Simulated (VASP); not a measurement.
# As in VASP: notebook

Aim: see how the results for As move with the level of theory and the settings. Levels: r2SCAN, HSE06. Tasks: relaxation of cell and atoms, single point.

Everything below comes from runs of VASP 6.6.1. Logs are shortened: lines on timing, memory, paths and dates and some standing lists are left out, and cuts for length are marked.

### Step 1. The cell of the first run

The cell holds a slab with vacuum, 2 atoms: a = 3.604 Å, b = 3.604 Å, c = 26.416 Å, α = 90.00°, β = 90.00°, γ = 120.00°.

### Step 2. Relaxation of cell and atoms, r2SCAN

Contents of POSCAR:

```
As
1.0
    3.6043654847      0.0000000000      0.0000000000
   -1.8021827423      3.1214720742      0.0000000000
    0.0000000000      0.0000000000     26.4156438000
As
2
Direct
    0.3333333333      0.6666666667      0.3202006446
    0.6666666667      0.3333333333      0.3728667680
```

Contents of INCAR.step1:

```
  PREC = Accurate
  ENCUT = 550
  ISMEAR = -1
  SIGMA = 0.02
  LREAL = F
  LASPH = T
  NELM = 120
  LDIPOL = T
  IDIPOL = 3
  DIPOL = 0.5 0.5 0.347
  GGA = PE
  ALGO = Normal
  EDIFF = 1E-5
  LWAVE = T
  LCHARG = F
  GGA_COMPAT = F
  IBRION = 2
  ISIF = 3
  EDIFFG = -0.005
  NELMIN = 4
  NSW = 100
  NELMDL = -8
  LATTICE_CONSTRAINTS = .TRUE. .TRUE. .FALSE.
```

Contents of INCAR.step2:

```
  PREC = Accurate
  ENCUT = 550
  EDIFF = 1E-7
  ISMEAR = -1
  SIGMA = 0.02
  LREAL = F
  LASPH = T
  NELM = 120
  ALGO = Normal
  ISIF = 3
  LWAVE = F
  LCHARG = F
  LDIPOL = T
  IDIPOL = 3
  DIPOL = 0.5 0.5 0.347
  METAGGA = R2SCAN
  LMIXTAU = T
  IBRION = 2
  NSW = 80
  EDIFFG = -0.005
  ISTART = 1
  GGA_COMPAT = F
  NELMIN = 4
  LATTICE_CONSTRAINTS = .TRUE. .TRUE. .FALSE.
```

Contents of KPOINTS:

```
regular mesh
0
Gamma
  12 12 1
```

Potentials or basis: VASP PAW PBE potentials, release 64 (As).

Run with:

```bash
$ cat potpaw_PBE.64/As/POTCAR > POTCAR
$ cp INCAR.step1 INCAR
$ mpirun -np 1 vasp_std > vasp.out
$ cp INCAR.step2 INCAR
$ mpirun -np 1 vasp_std > vasp.out
```

OUTCAR:

```text
PREC = Accurate
   ENCUT = 550
   EDIFF = 1E-7
   ISMEAR = -1
   LREAL = F
   LASPH = T
   NELM = 120
   ISIF = 3
   METAGGA = R2SCAN
   IBRION = 2
   NSW = 80
   EDIFFG = -0.005
   ISTART = 1
   NELMIN = 4

 ion  position               nearest neighbor table
   1  0.333  0.667  0.320-   2 2.50   2 2.50   2 2.50
   2  0.667  0.333  0.373-   1 2.50   1 2.50   1 2.50

  LATTYP: Found a hexagonal cell.
 ALAT       =     3.6043654847
 C/A-ratio  =     7.3287916867

  Lattice vectors:

 A1 = (   3.6043654847,   0.0000000000,   0.0000000000)
 A2 = (  -1.8021827423,   3.1214720742,   0.0000000000)
 A3 = (   0.0000000000,   0.0000000000,  26.4156438000)

Analysis of symmetry for initial positions (statically):
=====================================================================
 Subroutine PRICEL returns:
 Original cell was already a primitive cell.

 Routine SETGRP: Setting up the symmetry group for a
 hexagonal supercell.

 Subroutine GETGRP returns: Found 12 space group operations
 (whereof  6 operations were pure point group operations)
 out of a pool of 24 trial point group operations.

The static configuration has the point symmetry C_3v.
 The point group associated with its full space group is D_3d.

Analysis of symmetry for dynamics (positions and initial velocities):
=====================================================================
 Subroutine PRICEL returns:
 Original cell was already a primitive cell.

 Routine SETGRP: Setting up the symmetry group for a
 hexagonal supercell.

 Subroutine GETGRP returns: Found 12 space group operations
 (whereof  6 operations were pure point group operations)
 out of a pool of 24 trial point group operations.

The dynamic configuration has the point symmetry C_3v.
 The point group associated with its full space group is D_3d.

 Subroutine INISYM returns: Found 12 space group operations
 (whereof  6 operations are pure point group operations),
 and found     1 'primitive' translations

[... 132 lines left out ...]
  ---------------------------------------------------
  ext. energy  EPLUGINS =         0.00000000
  ---------------------------------------------------
  free energy    TOTEN  =       -29.37573704 eV

  energy without entropy =      -29.37573704  energy(sigma->0) =      -29.37573704

------------------------ aborting loop because EDIFF is reached ----------------------------------------

  FORCE on cell =-STRESS in cart. coord.  units (eV):
  Direction    XX          YY          ZZ          XY          YZ          ZX
  --------------------------------------------------------------------------------------
  -------------------------------------------------------------------------------------
  Total       -0.5464261     -0.5464261     -0.4662831     -0.0000000      0.0000000      0.0000000
  in kB       -2.9457275     -2.9457275     -2.5136847     -0.0000000      0.0000000      0.0000000
  external PRESSURE =      -2.8017133 kB  Pullay stress =       0.0000000 kB
[... 169 lines left out ...]
 number of electron      10.0000000 magnetization

------------------------ aborting loop because EDIFF is reached ----------------------------------------

 vacuum level on the upper side and lower side of the slab       (xc-potential included)        -0.014        -0.003

  FORCE on cell =-STRESS in cart. coord.  units (eV):
  Direction    XX          YY          ZZ          XY          YZ          ZX
  --------------------------------------------------------------------------------------
  -------------------------------------------------------------------------------------
  Total       -0.0096328     -0.0096328     -0.0098185     -0.0000000     -0.0000000      0.0000000
  in kB       -0.0527851     -0.0527851     -0.0538029     -0.0000000     -0.0000000      0.0000000
  external PRESSURE =      -0.0531243 kB  Pullay stress =       0.0000000 kB
[... 17 lines left out ...]
  FREE ENERGIE OF THE ION-ELECTRON SYSTEM (eV)
  ---------------------------------------------------
  free  energy   TOTEN  =       -29.3833245495 eV

  energy  without entropy=      -29.3833245495  energy(sigma->0) =      -29.38332455

 dipolmoment           0.000000      0.000000     -0.000000 electrons x Angstroem

--------------------------------------- Ionic step        7  -------------------------------------------

 number of electron      10.0000000 magnetization

 dipolmoment           0.000000      0.000000      0.000000 electrons x Angstroem

 Free energy of the ion-electron system (eV)
  ---------------------------------------------------
  ext. energy  EPLUGINS =         0.00000000
  ---------------------------------------------------
  free energy    TOTEN  =       -29.38332684 eV

  energy without entropy =      -29.38332684  energy(sigma->0) =      -29.38332684

 E-fermi :  -3.7857     XC(G=0):  -1.9211

 val. band max:       -4.2579897463   @ k =   0.0000   0.0000   0.0000
 cond. band min:      -2.2856217650   @ k =   0.3333   0.0000   0.0000
 fundamental gap:      1.9723679813
 Fermi energy:        -3.7857422505

 k-point     1 :       0.0000    0.0000    0.0000
  band No.  band energies     occupation
      1     -18.4564      2.00000
      2     -11.5495      2.00000
      3      -4.7283      2.00000
      4      -4.2580      2.00000
      5      -4.2580      2.00000
      6      -1.7384      0.00000
      7      -0.4260      0.00000
      8      -0.4260      0.00000
      9       1.2992      0.00000
[... 205 lines left out ...]
 k-point    19 :       0.3333    0.3333    0.0000
  band No.  band energies     occupation
      1     -14.6042      2.00000
      2     -14.6042      2.00000
      3      -8.8688      2.00000
      4      -6.2683      2.00000
      5      -6.2683      2.00000
      6      -1.9058      0.00000
      7       0.8802      0.00000
      8       0.8802      0.00000
      9       4.6217      0.00000

------------------------ aborting loop because EDIFF is reached ----------------------------------------

 vacuum level on the upper side and lower side of the slab       (xc-potential included)        -0.001         0.004

  FORCE on cell =-STRESS in cart. coord.  units (eV):
  Direction    XX          YY          ZZ          XY          YZ          ZX
  --------------------------------------------------------------------------------------
  -------------------------------------------------------------------------------------
  Total        0.0053027      0.0053027      0.0037272      0.0000000     -0.0000000      0.0000000
  in kB        0.0290698      0.0290698      0.0204327      0.0000000     -0.0000000      0.0000000
  external PRESSURE =       0.0261908 kB  Pullay stress =       0.0000000 kB
[... 17 lines left out ...]
  FREE ENERGIE OF THE ION-ELECTRON SYSTEM (eV)
  ---------------------------------------------------
  free  energy   TOTEN  =       -29.3833268377 eV

  energy  without entropy=      -29.3833268377  energy(sigma->0) =      -29.38332684

 reached required accuracy - stopping structural energy minimisation

 vacuum level on the upper side and lower side of the slab         1.448         1.454
```

OSZICAR.step1:

```text
N       E                     dE             d eps       ncg     rms          rms(c)
DAV:   1     0.655177353470E+02    0.65518E+02   -0.28252E+03   342   0.727E+02
DAV:   2    -0.309636263051E+01   -0.68614E+02   -0.61055E+02   543   0.101E+02
DAV:   3    -0.935399647551E+01   -0.62576E+01   -0.62558E+01   530   0.463E+01
DAV:   4    -0.939404816226E+01   -0.40052E-01   -0.40041E-01   518   0.438E+00
[... 23 lines left out ...]
       N       E                     dE             d eps       ncg     rms          rms(c)
DAV:   1    -0.933359884680E+01   -0.13812E-03   -0.45054E-03   343   0.432E-01    0.267E-02
DAV:   2    -0.933360266630E+01   -0.38195E-05   -0.22301E-04   360   0.977E-02    0.231E-02
DAV:   3    -0.933359668307E+01    0.59832E-05   -0.93505E-06   302   0.193E-02    0.117E-02
DAV:   4    -0.933359566082E+01    0.10222E-05   -0.81102E-06   244   0.164E-02
   3 F= -.93335957E+01 E0= -.93335957E+01  d E =-.328016E-03
```

Wall time 30 min (1 thread of AMD EPYC 9R45 (Zen 5), shared host); peak memory 0.48 GiB.

Results:

```yaml
Free_energy: -29.3833 eV
Relaxed_cell: a = 3.574 Å, b = 3.574 Å, c = 26.416 Å, α = 90.00°, β = 90.00°, γ = 120.00°
Space_group_after_relaxing_to_0.1_Å: P-3m1 (No. 164)
Energy_gained_by_relaxing: 3.8 meV/atom
Ionic_steps: 7
Largest_force_after_relaxing: 0.004 eV/Å
Band_gap_on_the_k_mesh: 1.97 eV (least direct gap 2.45 eV)
```

Forces in eV/Å, atoms in the order of the input:
```
As   0.000  0.000 -0.004
As   0.000  0.000  0.004
```

Step by step:
```
step  energy change (eV)  largest force (eV/Å)  pressure (GPa)  volume (Å³)
   1              0.0000                0.3334           -0.28       297.20
   2             -0.0038                0.2706            0.21       289.42
   3             -0.0076                0.0159            0.00       292.57
   4             -0.0076                0.0086           -0.01       292.67
   5             -0.0076                0.0031            0.00       292.43
   6             -0.0076                0.0054           -0.01       292.38
   7             -0.0076                0.0044            0.00       292.26
```

Final structure:
```
CELL_PARAMETERS angstrom
3.57427 0.00000 0.00000
-1.78714 3.09541 0.00000
0.00000 0.00000 26.41564
ATOMIC_POSITIONS crystal
As 0.33333 0.66667 0.32054
As 0.66667 0.33333 0.37253
```

Caveat: the relaxation moved the vacuum too, so the length across it says nothing of the material; the PAW data sets were made with another functional, which shifts forces and pressure a little.

### Step 3. Single point, r2SCAN

This run uses another cell than the first one.

Contents of POSCAR:

```
As
1.0
    3.5749013640      0.0000000000      0.0000000000
   -1.7874506820      3.0959553972      0.0000000000
    0.0000000000      0.0000000000     26.4156438000
As
2
Direct
    0.3333333333      0.6666666667      0.3206195636
    0.6666666667      0.3333333333      0.3724478490
```

Contents of INCAR.step1:

```
PREC = Accurate
ENCUT = 440
ISMEAR = 0
SIGMA = 0.01
LREAL = F
LASPH = T
NELM = 120
LDIPOL = T
IDIPOL = 3
DIPOL = 0.5 0.5 0.347
NBANDS = 22
GGA = PE
ALGO = Normal
EDIFF = 1E-5
LWAVE = T
LCHARG = F
GGA_COMPAT = F
NELMDL = -8
```

Contents of INCAR.step2:

```
PREC = Accurate
ENCUT = 440
EDIFF = 1E-6
ISMEAR = 0
SIGMA = 0.01
LREAL = F
LASPH = T
NELM = 120
ALGO = Normal
ISIF = 2
LWAVE = F
LCHARG = F
LDIPOL = T
IDIPOL = 3
DIPOL = 0.5 0.5 0.347
METAGGA = R2SCAN
LMIXTAU = T
NBANDS = 22
ISTART = 1
GGA_COMPAT = F
```

KPOINTS is that of step 2.

Potentials or basis: VASP PAW PBE potentials, release 64 (As_d).

Run with:

```bash
$ cat potpaw_PBE.64/As_d/POTCAR > POTCAR
$ cp INCAR.step1 INCAR
$ mpirun -np 1 vasp_std > vasp.out
$ cp INCAR.step2 INCAR
$ mpirun -np 1 vasp_std > vasp.out
```

It took 3.1 min on 1 thread of Intel Xeon 6975P-C (Granite Rapids), shared host; peak memory 0.39 GiB.

Results (log left out):

```
Free energy            : -29.4499 eV
Largest force          : 0.038 eV/Å
Band gap on the k mesh : 1.97 eV (least direct gap 2.44 eV)
```

Forces in eV/Å, atoms in the order of the input:
```
As   0.000  0.000 -0.038
As   0.000  0.000  0.038
```

Levels at points of the mesh, in eV from the valence-band top:
```tsv
k point	band 11	band 12	band 13	band 14	band 15	band 16	band 17	band 18	band 19	band 20
(0.00, 0.00, 0.00)	-14.20	-7.29	-0.46	0.00	0.00	2.50	3.83	3.83	5.57	5.71
(0.50, 0.00, 0.00)	-11.55	-9.45	-3.49	-2.02	-1.54	2.32	3.59	5.00	6.97	9.26
```

Caveat: the PAW data sets were made with another functional, which shifts forces and pressure a little.

### Step 4. Single point, HSE06, non-collinear spin, zero start, spin-orbit coupling

This run uses another cell than the first one.

POSCAR is that of step 3.

Contents of INCAR.step1:

```
SYSTEM = As
ALGO = Normal ; DIPOL = 0.5 0.5 0.347
EDIFF = 1E-5 ; ENCUT = 520
GGA = PE ; GGA_COMPAT = .False.
IDIPOL = 3 ; ISIF = 2
ISMEAR = 0 ; KPAR = 4
LASPH = .True. ; LCHARG = .False.
LDIPOL = .True. ; LNONCOLLINEAR = .True.
LORBIT = 11 ; LORBMOM = .True.
LREAL = .False. ; LSORBIT = .True.
LWAVE = .True. ; MAGMOM = 0 0 0 0 0 0
NBANDS = 22 ; NELM = 150
PREC = Accurate ; SIGMA = 0.01
```

Contents of INCAR.step2:

```
SYSTEM = As
ALGO = Normal ; DIPOL = 0.5 0.5 0.347
EDIFF = 1E-6 ; ENCUT = 520
GGA = PE ; GGA_COMPAT = .False.
HFSCREEN = 0.2079 ; IDIPOL = 3
ISIF = 2 ; ISMEAR = 0
ISTART = 1 ; KPAR = 4
LASPH = .True. ; LCHARG = .False.
LDIPOL = .True. ; LHFCALC = .True.
LNONCOLLINEAR = .True. ; LORBIT = 11
LORBMOM = .True. ; LREAL = .False.
LSORBIT = .True. ; LWAVE = .False.
MAGMOM = 0 0 0 0 0 0 ; NBANDS = 22
NELM = 150 ; PREC = Accurate
PRECFOCK = Normal ; SIGMA = 0.01
```

Contents of KPOINTS:

```
k-points
0
Gamma
  6 6 1
  0 0 0
```

Potentials or basis: VASP PAW PBE potentials, release 64 (As).

Run with:

```bash
$ cat potpaw_PBE.64/As/POTCAR > POTCAR
$ cp INCAR.step1 INCAR
$ mpirun -np 4 vasp_ncl > vasp.out
$ cp INCAR.step2 INCAR
$ mpirun -np 4 vasp_ncl > vasp.out
```

It took 6.2 min on 4 MPI ranks of Intel Xeon Platinum 8488C (Sapphire Rapids), shared host; peak memory 1.1 GiB.

The run converged. Its results:

```yaml
Free_energy: -11.2426 eV
Largest_force: 0.083 eV/Å
Net_moment: 0.00 μB per cell
Valence_electrons_inside_the_program's_atomic_spheres: As 2.77
```

Forces on the atoms (eV/Å):
```
As   0.000  0.000  0.083
As   0.000  0.000 -0.083
```

Moments on the atoms (μB; x, y, z):
```
As  0.00 0.00 0.00
As  0.00 0.00 0.00
```

Caveat: the PAW data sets were made with another functional, which shifts forces and pressure a little.

### Step 5. Summary

```tsv
task	level	potentials or basis	spin	cell	k mesh	cutoff (eV)	smearing	grid for exact exchange (PRECFOCK)	share of exact exchange	screening parameter	gap on the mesh (eV)	largest force (eV/Å)
relaxation of cell and atoms	r2SCAN	VASP PAW PBE potentials, release 64 (As)	off	relaxed from a = 3.604, b = 3.604, c = 26.416 Å, angles 90.0, 90.0, 120.0°, 2 atoms, atomic positions A	12 × 12 × 1	550	fermi-dirac 0.02 eV	-	-	-	1.97	-
single point	r2SCAN	VASP PAW PBE potentials, release 64 (As_d)	off	a = 3.575, b = 3.575, c = 26.416 Å, angles 90.0, 90.0, 120.0°, 2 atoms, atomic positions B	12 × 12 × 1	440	gaussian 0.01 eV	-	-	-	1.97	0.04
single point	HSE06	VASP PAW PBE potentials, release 64 (As)	non-collinear, zero start, SOC	a = 3.575, b = 3.575, c = 26.416 Å, angles 90.0, 90.0, 120.0°, 2 atoms, atomic positions B	6 × 6 × 1	520	gaussian 0.01 eV	Normal	0.25	0.2079 1/Å	-	0.08
```

Caveats: the PAW data sets were made with another functional, which shifts forces and pressure a little; the relaxation moved the vacuum too, so the length across it says nothing of the material (at least some runs).

Absolute energies hang on the potentials; compare differences alone.
